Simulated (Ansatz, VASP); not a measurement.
# Be2ZnO3: VASP beside Ansatz

INCAR

```
SYSTEM = Be2ZnO3
ALGO = Normal
EDIFF = 1E-6
ENCUT = 520
GGA = PE
ISIF = 2
ISMEAR = 0
ISPIN = 2
LASPH = .TRUE.
LCHARG = .FALSE.
LORBIT = 11
LREAL = .FALSE.
LWAVE = .FALSE.
MAGMOM = 0 0 0 1 1 1
NBANDS = 30
NELM = 150
PREC = Accurate
SIGMA = 0.1
```

File KPOINTS:

```
k-points
0
G
  6 6 6
  0 0 0
```

The input POSCAR:

```
Be2ZnO3
1.0
    4.7445082200      0.0000000000      0.0000000000
   -2.3722541100      4.1088646500      0.0000000000
    0.0000000000      0.0000000000      2.6352648600
Be Zn O
2 1 3
Direct
    0.3333333300      0.6666666700      0.0000000000
    0.6666666700      0.3333333300      0.0000000000
    0.0000000000      0.0000000000      0.0000000000
    0.5000000000      0.0000000000      0.5000000000
    0.5000000000      0.5000000000      0.5000000000
    0.0000000000      0.5000000000      0.5000000000
```

Input for Ansatz:

```yaml
crystal:
  lattice:
    - [4.74450822, 0.0, 0.0]
    - [-2.37225411, 4.10886465, 0.0]
    - [0.0, 0.0, 2.63526486]
  atoms:
    - { symbol: Be, position: [0.33333333, 0.66666667, 0.0] }
    - { symbol: Be, position: [0.66666667, 0.33333333, 0.0] }
    - { symbol: Zn, position: [0.0, 0.0, 0.0] }
    - { symbol: O, position: [0.5, 0.0, 0.5], spin: 1.0 }
    - { symbol: O, position: [0.5, 0.5, 0.5], spin: 1.0 }
    - { symbol: O, position: [0.0, 0.5, 0.5], spin: 1.0 }
basis:
  ecutwfc: 420
kpoints:
  mp_grid: { grid: [6, 6, 6] }
hamiltonian:
  xc: pbe
scf:
  occupations: { method: gaussian, width: 0.1 }
  lower_state_search: "off"
output:
  forces: true
  stress: true
  eigenvalues: true
  populations: true
magnetization:
  spin_polarized: true
```

Change from the starting cell: species swapped into the CeB2Ir3 type (P6/mmm, No. 191).

Alike in both runs: task single point; functional PBE; k mesh 6 × 6 × 6; occupations gaussian, width 0.1 eV; collinear spin.

|  | VASP | Ansatz |
| --- | --- | --- |
| version | VASP 6.6.1 | Ansatz 0.2.0 |
| potentials or method | VASP PAW PBE potentials, release 64 (Be, Zn, O), cutoff 520 eV | scalar-relativistic, plane waves, PAW |
| valence electrons in the cell | 34 | 34 |

|  | VASP | Ansatz | Ansatz less VASP |
| --- | --- | --- | --- |
| gap on the k mesh at the Fermi level (eV) | none | none | - |
| pressure (GPa) | -7.2 | -7.3 | -0.16 |
| traceless stress, the component that is largest in VASP (GPa) | -37.72 | -37.77 | -0.051 |
| net moment per atom (μB) | 0.00 | 0.00 | 0.000 |

A gap of «none» marks a metal or a gap that the smearing closes. The functional is the same, so the differences come from potentials, cutoffs and numerics. Ansatz's warnings: seeded moment not kept.

The k mesh is coarse, so the values compare programs but aren't converged.
